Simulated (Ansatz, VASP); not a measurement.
# Two plane-wave programs on Sb

```
CELL_PARAMETERS angstrom
0.00000 1.83605 1.83605
1.83605 0.00000 1.83605
1.83605 1.83605 0.00000
ATOMIC_POSITIONS crystal
Sb 0.00000 0.00000 0.00000
```

Change from the starting cell: volume scaled by 0.45, norm-conserving files.

Alike in both runs: task single point; functional PBE; k mesh 15 × 15 × 15; occupations fermi-dirac, width 0.08 eV; no spin polarisation.

```csv
,VASP,Ansatz
version,VASP 6.6.1,Ansatz 0.2.0
potentials or method,"VASP PAW PBE potentials, release 64 (Sb)","norm-conserving pseudopotentials, scalar-relativistic"
plane-wave cutoff (eV),520,1088
valence electrons in the cell,5,15
```

|  | VASP | Ansatz | Ansatz less VASP |
| --- | --- | --- | --- |
| pressure (GPa) | 303.6 | 294.6 | -9.02 |

Both programs put the cell under a high pressure, so it lies far from rest at this level. The functional is the same, so the differences come from potentials, cutoffs and numerics. VASP's potentials hold 5 valence electrons a cell and Ansatz's 15, so a difference there can come from the potentials and not from the codes.

Neither program's run includes spin-orbit coupling. Noted on VASP's run: the cell as given lies far from equilibrium.
